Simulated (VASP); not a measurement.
# Mg12O in VASP: further runs, part 2 of 2

VASP 6.6.1.

## (3) Single point, PBEsol

Contents of INCAR:

```
PREC = Accurate
ENCUT = 520
EDIFF = 1E-6
ISMEAR = -1
SIGMA = 0.15
LREAL = False
LASPH = True
NELM = 100
ALGO = Normal
ISIF = 2
LWAVE = False
LCHARG = False
GGA = PS
NBANDS = 27
```

Contents of KPOINTS:

```
Automatic mesh
0
Gamma
  2 2 1
```

Contents of POSCAR:

```
Mg12O
1.0
    6.4200000000      0.0000000000      0.0000000000
    3.2100000000      5.5598830000      0.0000000000
    0.0000000000      0.0000000000     16.2130400000
Mg O
12 1
Direct
    0.0000000000      0.0000000000      0.0616787475
    0.5000000000      0.0000000000      0.0616787475
    0.0000037321      0.4999925358      0.0616787475
    0.5000037321      0.4999925358      0.0616787475
   -0.2253873456      0.4057279623      0.2292228971
    0.2846323491      0.3897384172      0.2218461189
   -0.2118227745      0.9433651751      0.2353290931
    0.2934420461      0.8639570293      0.2225615924
   -0.0940402107      0.1148405461      0.4093433434
    0.4782250055      0.0580048177      0.4102500210
   -0.0737054912      0.5411804529      0.3991601822
    0.4391747197      0.5579433956      0.3762280239
    0.1192001910      0.2219111445      0.4524012770
```

Potentials or basis: VASP PAW PBE potentials, release 64 (Mg, O).

The run is started by

```console
$ cat potpaw_PBE.64/Mg/POTCAR potpaw_PBE.64/O/POTCAR > POTCAR
$ mpirun -np 1 vasp_std > vasp.out
```

It took 2.2 min on 1 thread of AMD EPYC 7R43 (Zen 3), shared host; peak memory 0.57 GiB.

Results (log left out):

* Free energy: -27.1991 eV
* Largest force: 1.728 eV/Å
* Band gap on the k mesh: zero (band 15 reaches -0.36 eV, above the bottom of band 16 at -1.03 eV)

Forces in eV/Å, atoms in the order of the input:
```
Mg  -0.206  0.035  0.117
Mg   0.146 -0.061  0.218
Mg  -0.121  0.254  0.139
Mg   0.000  0.010  0.097
Mg   0.412  0.077 -0.167
Mg  -0.154 -0.034  0.115
Mg  -0.431 -0.675  0.151
Mg   0.296  0.419  0.042
Mg   0.704 -0.646  0.010
Mg  -1.625  0.575  0.126
Mg   0.691 -0.192  0.131
Mg  -0.218  0.265 -0.055
O    0.505 -0.027 -0.925
```

Levels at points of the mesh, in eV from the Fermi level:
```tsv
k point	band 10	band 11	band 12	band 13	band 14	band 15	band 16	band 17	band 18	band 19
(0.00, 0.00, 0.00)	-1.54	-1.46	-1.29	-1.18	-0.80	-0.57	-0.48	-0.24	0.33	0.42
(0.50, 0.00, 0.00)	-2.30	-1.79	-1.60	-1.18	-0.75	0.16	0.31	0.56	1.06	1.77
(0.50, 0.50, 0.00)	-2.34	-1.79	-1.76	-1.09	-0.72	0.19	0.28	0.76	1.15	1.81
(0.00, 0.50, 0.00)	-2.31	-2.00	-1.57	-1.10	-0.71	0.18	0.36	0.68	1.23	1.83
```

Caveat: the k points lie up to 0.57 Å⁻¹ apart; the PAW data sets were made with another functional, which shifts forces and pressure a little.

## (4) Single point, PBEsol

Contents of INCAR:

```
SYSTEM = Mg12O
ALGO = Normal ; EDIFF = 1E-7
ENCUT = 520 ; GGA = PS
ISIF = 2 ; ISMEAR = -1
LASPH = .TRUE. ; LCHARG = .FALSE.
LREAL = .FALSE. ; LWAVE = .FALSE.
NBANDS = 27 ; NELM = 80
PREC = Accurate ; SIGMA = 0.15
```

Contents of KPOINTS:

```
k-points
0
G
  2 2 1
  0 0 0
```

Contents of POSCAR:

```
Mg12O
1.0
    6.4200000000      0.0000000000      0.0000000000
    3.2100000000      5.5598830000      0.0000000000
    0.0000000000      0.0000000000     16.2130400000
Mg O
12 1
Direct
    0.0000000000      0.0000000000      0.0616787475
    0.5000000000      0.0000000000      0.0616787475
    0.0000037321      0.4999925358      0.0616787475
    0.5000037321      0.4999925358      0.0616787475
   -0.1313758296      0.3554930922      0.2242207507
    0.3356700501      0.3765726725      0.2195763410
   -0.2345469279      0.8853243854      0.2490279429
    0.3153534731      0.8565827734      0.2036262169
   -0.0405036487      0.0448390731      0.4140062567
    0.4035475691      0.1139952046      0.4356493292
   -0.0154140711      0.5654075814      0.4130810755
    0.4414781339      0.5743646044      0.3745626977
    0.0620930370      0.2466238948      0.4550287916
```

Potentials or basis: VASP PAW PBE potentials, release 64 (Mg, O).

The run is started by

```console
$ cat potpaw_PBE.64/Mg/POTCAR potpaw_PBE.64/O/POTCAR > POTCAR
$ mpirun -np 1 vasp_std > vasp.out
```

OUTCAR:

```text
SYSTEM = Mg12O
   EDIFF = 1E-7
   ENCUT = 520
   GGA = PS
   ISIF = 2
   ISMEAR = -1
   LASPH = .TRUE.
   LREAL = .FALSE.
   NELM = 80
   PREC = Accurate

 ion  position               nearest neighbor table
   1  0.000  0.000  0.062-   8 2.89   3 3.21   4 3.21   2 3.21   2 3.21   4 3.21   3 3.21   5 3.31
                             7 3.63
   2  0.500  0.000  0.062-   8 2.94   4 3.21   3 3.21   1 3.21   1 3.21   3 3.21   4 3.21   6 3.31
                             7 3.38
[... 345 lines left out ...]
 -----------------------------------------------------------------------------
  energy-cutoff  :      520.00
  volume of cell :      578.72
      direct lattice vectors                 reciprocal lattice vectors
     6.420000000  0.000000000  0.000000000     0.155763240 -0.089929950  0.000000000
     3.210000000  5.559883000  0.000000000     0.000000000  0.179859900  0.000000000
     0.000000000  0.000000000 16.213040000     0.000000000  0.000000000  0.061678747

 POSITION                                       TOTAL-FORCE (eV/Angst)
 -----------------------------------------------------------------------------------
      0.00000      0.00000      1.00000        -0.403930     -0.006134     -0.045086
      3.21000      0.00000      1.00000         0.331072      0.063398     -0.020444
      1.60500      2.77990      1.00000         0.116551      0.272580      0.089388
      4.81500      2.77990      1.00000         0.065112     -0.063155     -0.093188
      6.71770      1.97650      3.63530        -0.641577      0.110982      0.269047
      3.36380      2.09370      3.56000        -0.184744     -0.056836      0.255953
      7.75610      4.92230      4.03750         0.481271     -0.159050      0.140673
      4.77420      4.76250      3.30140         0.040743     -0.094125      0.766582
      6.30390      0.24930      6.71230        -0.598592     -0.046250     -0.511129
      2.95670      0.63380      7.06320         0.098404     -0.480382     -0.469897
      8.13600      3.14360      6.69730        -0.815468     -0.178491     -0.200340
      4.67800      3.19340      6.07280         0.356126     -0.072089     -0.255999
      1.19030      1.37120      7.37740         1.155030      0.709551      0.074442
 -----------------------------------------------------------------------------------
    total drift:                                0.000330      0.000119      0.000398

  FREE ENERGIE OF THE ION-ELECTRON SYSTEM (eV)
  ---------------------------------------------------
  free  energy   TOTEN  =       -26.9758052955 eV

  energy  without entropy=      -26.5912395527  energy(sigma->0) =      -26.78352242
```

stdout:

```text
POSCAR found type information on POSCAR MgO
 POSCAR found :  2 types and      13 ions
 scaLAPACK will be used
 -----------------------------------------------------------------------------
|                                                                             |
|                                                                             |
|     You enforced a specific xc type in the INCAR file but a different       |
|     I HOPE YOU KNOW WHAT YOU ARE DOING!                                     |
|                                                                             |
 -----------------------------------------------------------------------------

 LDA part: xc-table for (Slater+PW92), standard interpolation
 POSCAR, INCAR and KPOINTS ok, starting setup
 FFT: planning ... GRIDC
 FFT: planning ... GRID_SOFT
 FFT: planning ... GRID
 WAVECAR not read
 entering main loop
```

Run time: 2.2 min. Hardware: 1 thread of AMD EPYC 7R43 (Zen 3), shared host; peak memory 0.57 GiB.

What came out:

| Item | Value |
| --- | --- |
| Free energy | -26.9758 eV |
| Largest force | 1.358 eV/Å |
| Band gap on the k mesh | zero (band 15 reaches -0.27 eV, above the bottom of band 16 at -0.84 eV) |

Forces on the atoms (eV/Å):
```
Mg  -0.404 -0.006 -0.045
Mg   0.331  0.063 -0.020
Mg   0.117  0.273  0.089
Mg   0.065 -0.063 -0.093
Mg  -0.642  0.111  0.269
Mg  -0.185 -0.057  0.256
Mg   0.481 -0.159  0.141
Mg   0.041 -0.094  0.767
Mg  -0.599 -0.046 -0.511
Mg   0.098 -0.480 -0.470
Mg  -0.815 -0.178 -0.200
Mg   0.356 -0.072 -0.256
O    1.155  0.710  0.074
```

Caveat: the k points lie up to 0.57 Å⁻¹ apart; the PAW data sets were made with another functional, which shifts forces and pressure a little.
